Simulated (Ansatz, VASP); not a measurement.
**One calculation of SiC, two programs**

```
Si C
1.0
     3.09194    0.00000    0.00000
    -1.54597    2.67770    0.00000
     0.00000    0.00000    4.87132
Si C
2 2
Direct
  0.33333 0.66667 0.49843
  0.66667 0.33333 0.99843
  0.33333 0.66667 0.87657
  0.66667 0.33333 0.37657
```

Change from the starting cell: strain along c alone, the other axes held, atoms relaxed: -4.0 %.

Alike in both runs: task relaxation of the atoms; functional PBE; k mesh 12 × 12 × 6; occupations gaussian, width 0.02 eV; no spin polarisation.

```csv
,VASP,Ansatz
version,VASP 6.6.1,Ansatz 0.2.0
potentials or method,"VASP PAW PBE potentials, release 64 (Si, C), cutoff 520 eV","scalar-relativistic, plane waves, PAW"
valence electrons in the cell,16,16
```

|  | VASP | Ansatz | Ansatz less VASP |
| --- | --- | --- | --- |
| gap on the k mesh at the Fermi level, each at its own relaxed structure (eV) | 2.27 | 2.27 | +0.004 |

Ansatz's warnings: stress scf threshold loose.
